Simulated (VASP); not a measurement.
# VH2 (R3m) in VASP: single point with LDA

Aim: the single point of VH2 with LDA.

Program: VASP 6.6.1. These are calculated values, not measurements. Logs are shortened: lines on timing, memory, paths and dates and some standing lists are left out, and cuts for length are marked.

### Step 1. The cell of the first run

It takes space group R3m (No. 160, trigonal). Conventional cell: a = 3.020 Å, b = 3.020 Å, c = 7.398 Å, α = 90.00°, β = 90.00°, γ = 120.00°. Within 2.4 Å of V (site symmetry 3m) lie 8 H at 1.80 to 1.94 Å. H (site symmetry 3m) has 4 V at 1.82 to 1.94 Å and 6 H at 2.11 to 2.16 Å within 2.4 Å. Within 2.4 Å of H (site symmetry 3m) lie 4 V at 1.80 to 1.87 Å and 6 H at 2.11 to 2.16 Å.

### Step 2. Single point, LDA, collinear spin, ferromagnetic start (shortest bond scaled by 1.05)

INCAR reads:

```
SYSTEM = VH2
ALGO = Normal
EDIFF = 1E-7
ENCUT = 520
GGA = CA
ISIF = 2
ISMEAR = -1
ISPIN = 2
LASPH = .TRUE.
LCHARG = .FALSE.
LMAXMIX = 4
LORBIT = 11
LREAL = .FALSE.
LWAVE = .FALSE.
MAGMOM = 1.5 0 0
NBANDS = 18
NELM = 150
PREC = Accurate
SIGMA = 0.05
```

KPOINTS reads:

```
k-points
0
G
  11 11 11
  0 0 0
```

POSCAR reads:

```
VH2
1.0
    0.0000000000      2.1355000000      2.1355000000
    2.1355000000      0.0000000000      2.1355000000
    2.1355000000      2.1355000000      0.0000000000
V H
1 2
Direct
    0.0187500000     -0.0062500000     -0.0062500000
    0.2312500000      0.2562500000      0.2562500000
    0.7500000000      0.7500000000      0.7500000000
```

Potentials or basis: VASP PAW LDA potentials, release 64 (V_sv, H).

Started as:

```sh
cat potpaw_LDA.64/V_sv/POTCAR potpaw_LDA.64/H/POTCAR > POTCAR
mpirun -np 1 vasp_std > vasp.out
```

OUTCAR:

```text
SYSTEM = VH2
   EDIFF = 1E-7
   ENCUT = 520
   GGA = CA
   ISIF = 2
   ISMEAR = -1
   ISPIN = 2
   LASPH = .TRUE.
   LORBIT = 11
   LREAL = .FALSE.
   NELM = 150
   PREC = Accurate

 ion  position               nearest neighbor table
   1  0.019  0.994  0.994-   3 1.80   2 1.82   2 1.82   2 1.82   3 1.87   3 1.87   3 1.87
   2  0.231  0.256  0.256-   1 1.82   1 1.82   1 1.82
   3  0.750  0.750  0.750-   1 1.80   1 1.87   1 1.87   1 1.87

  LATTYP: Found a face centered cubic cell.
 ALAT       =     4.2710000000

  Lattice vectors:

 A1 = (   0.0000000000,   2.1355000000,   2.1355000000)
 A2 = (   2.1355000000,   0.0000000000,   2.1355000000)
 A3 = (   2.1355000000,   2.1355000000,   0.0000000000)

Analysis of symmetry for initial positions (statically):
=====================================================================
 Subroutine PRICEL returns:
 Original cell was already a primitive cell.

 Routine SETGRP: Setting up the symmetry group for a
 face centered cubic supercell.

 Subroutine GETGRP returns: Found  6 space group operations
 (whereof  6 operations were pure point group operations)
 out of a pool of 48 trial point group operations.

The static configuration has the point symmetry C_3v.

Analysis of symmetry for dynamics (positions and initial velocities):
=====================================================================
 Subroutine PRICEL returns:
 Original cell was already a primitive cell.

 Routine SETGRP: Setting up the symmetry group for a
 face centered cubic supercell.

 Subroutine GETGRP returns: Found  6 space group operations
 (whereof  6 operations were pure point group operations)
 out of a pool of 48 trial point group operations.

The dynamic configuration has the point symmetry C_3v.

Analysis of structural, dynamic, and magnetic symmetry:
=====================================================================
 Subroutine PRICEL returns:
 Original cell was already a primitive cell.

 Routine SETGRP: Setting up the symmetry group for a
 face centered cubic supercell.

 Subroutine GETGRP returns: Found  6 space group operations
 (whereof  6 operations were pure point group operations)
 out of a pool of 48 trial point group operations.

The overall configuration has the point symmetry C_3v.

 Subroutine INISYM returns: Found  6 space group operations
 (whereof  6 operations are pure point group operations),
 and found     1 'primitive' translations

----------------------------------------------------------------------------------------

                                     Primitive cell

  volume of cell :      19.4773

  direct lattice vectors                    reciprocal lattice vectors
     0.000000000  2.135500000  2.135500000    -0.234137204  0.234137204  0.234137204
     2.135500000  0.000000000  2.135500000     0.234137204 -0.234137204  0.234137204
     2.135500000  2.135500000  0.000000000     0.234137204  0.234137204 -0.234137204

  length of vectors
     3.020053062  3.020053062  3.020053062     0.405537534  0.405537534  0.405537534

  position of ions in fractional coordinates (direct lattice)
     0.018750000  0.993750000  0.993750000
     0.231250000  0.256250000  0.256250000
     0.750000000  0.750000000  0.750000000

  ion indices of the primitive-cell ions
   primitive index   ion index
                 1           1
                 2           2
                 3           3

----------------------------------------------------------------------------------------

 KPOINTS: k-points

Automatic generation of k-mesh.
 Grid dimensions read from file:
 generate k-points for:   11   11   11

 Generating k-lattice:

  Cartesian coordinates                     Fractional coordinates (reciprocal lattice)
    -0.021285200  0.021285200  0.021285200     0.090909091  0.000000000  0.000000000
     0.021285200 -0.021285200  0.021285200     0.000000000  0.090909091  0.000000000
     0.021285200  0.021285200 -0.021285200     0.000000000  0.000000000  0.090909091

  Length of vectors
     0.036867049  0.036867049  0.036867049

  Shift w.r.t. Gamma in fractional coordinates (k-lattice)
     0.000000000  0.000000000  0.000000000

 Subroutine IBZKPT returns following result:
 ===========================================

 Found    146 irreducible k-points:

 Following reciprocal coordinates:
            Coordinates               Weight
  0.000000  0.000000  0.000000      1.000000
  0.090909  0.000000  0.000000      2.000000
  0.000000  0.090909  0.000000      6.000000
  0.181818  0.000000  0.000000      2.000000
  0.000000  0.181818  0.000000      6.000000
  0.272727  0.000000  0.000000      2.000000
[... 16 lines left out ...]
  0.000000  0.454545  0.090909     12.000000
  0.090909  0.000000  0.454545      6.000000
 [... further k-points ...]
   k-points           NKPTS =    146   k-points in BZ     NKDIM =    146   number of bands    NBANDS=     18
   number of dos      NEDOS =    301   number of ions     NIONS =      3
   total plane-waves  NPLWV =  13824
   dimension x,y,z NGX =    24 NGY =   24 NGZ =   24
   dimension x,y,z NGXF=    48 NGYF=   48 NGZF=   48
   ions per type =               1   2
   NGX,Y,Z   is equivalent  to a cutoff of  13.21, 13.21, 13.21 a.u.
   NGXF,Y,Z  is equivalent  to a cutoff of  26.42, 26.42, 26.42 a.u.
 SYSTEM =  VH2
   PREC   = accura    normal or accurate (medium, high low for compatibility)
   ISTART =      0    job   : 0-new  1-cont  2-samecut
   ICHARG =      2    charge: 1-file 2-atom 10-const
   ISPIN  =      2    spin polarized calculation?
   LNONCOLLINEAR =      F non collinear calculations
   LSORBIT =      F    spin-orbit coupling
   LASPH  =      T    aspherical Exc in radial PAW
   ENCUT  =  520.0 eV  38.22 Ry    6.18 a.u.   5.62  5.62  5.62*2*pi/ulx,y,z
   NELM   =    150;   NELMIN=  2; NELMDL= -5     # of ELM steps
   EDIFF  = 0.1E-06   stopping-criterion for ELM
   LREAL  =      F    real-space projection
   EDIFFG = 0.1E-05   stopping-criterion for IOM
   NSW    =      0    number of steps for IOM
   IBRION =     -1    ionic relax: 0-MD 1-quasi-New 2-CG
   NFREE  =      0    steps in history (QN), initial steepest desc. (CG)
   ISIF   =      2    stress and relaxation
   ISYM   =      2    0-nonsym 1-usesym 2-fastsym
   POTIM  = 0.5000    time-step for ionic-motion
   TEBEG  =    0.0;   TEEND  =   0.0 temperature during run
   PSTRESS=    0.0 pullay stress
   NELECT =      15.0000    total number of electrons
   NUPDOWN=      -1.0000    fix difference up-down
   EMIN   =  10.00;   EMAX   =-10.00  energy-range for DOS
   EFERMI =   0.00;   METHOD = LEGACY
   ISMEAR =    -1;   SIGMA  =   0.05  broadening in eV -4-tet -1-fermi 0-gaus
   EFERMI_NEDOS =   21; number of points for ismear=-14 and -15
   IALGO  =     38    algorithm
   IMIX   =      4    mixing-type and parameters
     AMIX     =   0.40;   BMIX     =  1.00
     AMIX_MAG =   1.60;   BMIX_MAG =  1.00
  volume/ion in A,a.u.               =       6.49        43.81
  Fermi-wavevector in a.u.,A,eV,Ry     =   1.500591  2.835706 30.637237  2.251773
  Thomas-Fermi vector in A             =   2.612072
   LORBIT       =     11    0 simple, 1 ext, 2 COOP (PROOUT), +10 PAW based schemes
   GGA     = CA    functional components
   LHFCALC =     F    Hartree Fock is set to
   AEXX    =    0.0000 exact exchange contribution
   IVDW    =     0    specifies the selected vdW correction
   LEPSILON=     F    determine dielectric tensor
   LRPA    =     F    only Hartree local field effects (RPA)
 spin polarized calculation
  energy-cutoff  :      520.00
  volume of cell :       19.48
 maximum number of plane-waves:       534
   NGX = 11   NGY = 11   NGZ = 11

 number of electron      14.9999999 magnetization       0.0004722

 number of electron      14.9999999 magnetization      -0.0000757

 Free energy of the ion-electron system (eV)
  ---------------------------------------------------
  ext. energy  EPLUGINS =         0.00000000
  ---------------------------------------------------
  free energy    TOTEN  =       -17.77538270 eV

  energy without entropy =      -17.76295422  energy(sigma->0) =      -17.76916846

 E-fermi :   7.8335     XC(G=0): -12.4188

 val. band max:        7.8225048366   @ k =   0.2727   0.0909  -0.3636
 cond. band min:       7.8418105651   @ k =   0.0909  -0.2727   0.2727
 fundamental gap:      0.0193057285
 Fermi energy:         7.8334594719

 spin component 1

 k-point     1 :       0.0000    0.0000    0.0000
  band No.  band energies     occupation
      1     -55.9561      1.00000
      2     -30.0754      1.00000
      3     -30.0754      1.00000
      4     -30.0711      1.00000
      5      -3.3592      1.00000
      6       6.7463      1.00000
[... 10 lines left out ...]
     17      27.1507      0.00000
     18      27.1507      0.00000
[... 463 lines left out ...]
 k-point    24 :       0.0909    0.0000    0.4545
  band No.  band energies     occupation
      1     -55.9070      1.00000
      2     -30.3893      1.00000
      3     -30.1273      1.00000
      4     -30.1253      1.00000
      5       0.0884      1.00000
      6       2.4611      1.00000
[... 10 lines left out ...]
     17      26.8892      0.00000
     18      33.4258      0.00000

 [... further k-points ...]

 spin component 2

 k-point     1 :       0.0000    0.0000    0.0000
  band No.  band energies     occupation
      1     -55.9561      1.00000
      2     -30.0755      1.00000
      3     -30.0755      1.00000
      4     -30.0711      1.00000
      5      -3.3593      1.00000
      6       6.7462      1.00000
[... 10 lines left out ...]
     17      27.1506      0.00000
     18      27.1506      0.00000
[... 463 lines left out ...]
 k-point    24 :       0.0909    0.0000    0.4545
  band No.  band energies     occupation
      1     -55.9071      1.00000
      2     -30.3893      1.00000
      3     -30.1274      1.00000
      4     -30.1253      1.00000
      5       0.0883      1.00000
      6       2.4610      1.00000
[... 10 lines left out ...]
     17      26.8892      0.00000
     18      33.4258      0.00000

 [... further k-points ...]

------------------------ aborting loop because EDIFF is reached ----------------------------------------

  FORCE on cell =-STRESS in cart. coord.  units (eV):
  Direction    XX          YY          ZZ          XY          YZ          ZX
  --------------------------------------------------------------------------------------
  -------------------------------------------------------------------------------------
  Total       -1.8933907     -1.8933907     -1.8933907      0.0519245     -0.0519245      0.0519245
  in kB     -155.7478666   -155.7478666   -155.7478666      4.2712421     -4.2712421      4.2712421
  external PRESSURE =    -155.7478666 kB  Pullay stress =       0.0000000 kB

 VOLUME and BASIS-vectors are now :
 -----------------------------------------------------------------------------
  energy-cutoff  :      520.00
  volume of cell :       19.48
      direct lattice vectors                 reciprocal lattice vectors
     0.000000000  2.135500000  2.135500000    -0.234137204  0.234137204  0.234137204
     2.135500000  0.000000000  2.135500000     0.234137204 -0.234137204  0.234137204
     2.135500000  2.135500000  0.000000000     0.234137204  0.234137204 -0.234137204

 POSITION                                       TOTAL-FORCE (eV/Angst)
 -----------------------------------------------------------------------------------
      4.24431      2.16219      2.16219         0.305295     -0.305295     -0.305295
      1.09444      1.04106      1.04106        -0.202040      0.202040      0.202040
      3.20325      3.20325      3.20325        -0.103255      0.103255      0.103255
 -----------------------------------------------------------------------------------
    total drift:                               -0.000093      0.000092      0.000092

  FREE ENERGIE OF THE ION-ELECTRON SYSTEM (eV)
  ---------------------------------------------------
  free  energy   TOTEN  =       -17.7753827031 eV

  energy  without entropy=      -17.7629542170  energy(sigma->0) =      -17.76916846

 total charge

# of ion       s       p       d       tot
------------------------------------------
    1        2.213   6.215   3.185  11.613
    2        0.557   0.027   0.000   0.584
    3        0.557   0.026   0.000   0.583
--------------------------------------------------
tot          3.327   6.268   3.185  12.780

 magnetization (x)

# of ion       s       p       d       tot
------------------------------------------
    1        0.000   0.000  -0.000  -0.000
    2       -0.000  -0.000   0.000  -0.000
    3       -0.000  -0.000   0.000  -0.000
--------------------------------------------------
tot         -0.000   0.000  -0.000  -0.000
```

It took 28 s on 1 thread of Intel Xeon 6975P-C (Granite Rapids), shared host; peak memory 0.19 GiB.

What came out:

```yaml
Free_energy: -17.7754 eV
Pressure: -15.6 GPa
Largest_force: 0.529 eV/Å
Net_moment: 0.00 μB per cell
Valence_electrons_inside_the_program's_atomic_spheres: V 11.61; H 0.58
```

Forces in eV/Å, atoms in the order of the input:
```
V    0.305 -0.305 -0.305
H   -0.202  0.202  0.202
H   -0.103  0.103  0.103
```

Caveat: the cell differs from its parent crystal (shortest bond scaled by 1.05).
